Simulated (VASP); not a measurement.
A run of VASP 6.6.1 is set up as follows.

POSCAR

```
Sb
1.0
    3.1224020000      0.0000000000      0.0000000000
    0.0000000000      4.3475180000      0.0000000000
   -0.0389150000      0.0000000000      4.4058520000
Sb
2
Direct
    0.0113890000      0.2500000000      0.2411660000
    0.9886110000      0.7500000000      0.7588340000
```

File INCAR.step1:

```
ALGO     = Normal         # electronic algorithm
EDIFF    = 1E-5           # SCF threshold, eV
ENCUT    = 520            # plane-wave cutoff, eV
GGA      = PE             # functional
ISIF     = 2              # what is computed and relaxed
ISMEAR   = -1             # smearing method
LASPH    = T              # aspherical terms in the spheres
LREAL    = F              # projectors in reciprocal space
LWAVE    = T              # write WAVECAR
NBANDS   = 12             # bands
NELM     = 100            # most SCF steps
PREC     = Accurate       # precision mode
SIGMA    = 0.05           # smearing width, eV
```

The input INCAR.step2:

```
ALGO     = Normal         # electronic algorithm
EDIFF    = 1E-6           # SCF threshold, eV
ENCUT    = 520            # plane-wave cutoff, eV
GGA      = PE             # functional
HFSCREEN = 0.2079         # screening, 1/A
ISIF     = 2              # what is computed and relaxed
ISMEAR   = -1             # smearing method
ISTART   = 1            
LASPH    = T              # aspherical terms in the spheres
LCHARG   = T              # write CHGCAR
LELF     = T              # ELF
LHFCALC  = T              # exact exchange
LREAL    = F              # projectors in reciprocal space
LVHAR    = T            
LWAVE    = F              # write WAVECAR
NBANDS   = 12             # bands
NELM     = 100            # most SCF steps
PREC     = Accurate       # precision mode
PRECFOCK = Normal       
SIGMA    = 0.05           # smearing width, eV
```

Contents of KPOINTS:

```
k-points
0
Gamma
  5 4 4
```

Potentials or basis: VASP PAW PBE potentials, release 64 (Sb).

Run with:

```bash
$ cat potpaw_PBE.64/Sb/POTCAR > POTCAR
$ cp INCAR.step1 INCAR
$ mpirun -np 1 vasp_std > vasp.out
$ cp INCAR.step2 INCAR
$ mpirun -np 1 vasp_std > vasp.out
```

**Question.** What does it give for the band gap on the k mesh?

**Answer.** Zero (bands 5 and 6 overlap by 8.90 eV).

**Question.** What does it give for the largest force?

**Answer.** 0.145 eV/Å.

**Question.** What does it give for the pressure?

**Answer.** -2.5 GPa.

Stress tensor (GPa, compression positive):
```
-4.52  0.00 -0.07
 0.00 -1.03  0.00
-0.07  0.00 -2.03
```

Caveat: the k points lie up to 0.40 Å⁻¹ apart, too coarse for converged energies and pressures of a metal; the PAW data sets were made with another functional, which shifts forces and pressure a little; spin-orbit coupling is left out, which moves the levels of the heavy elements.
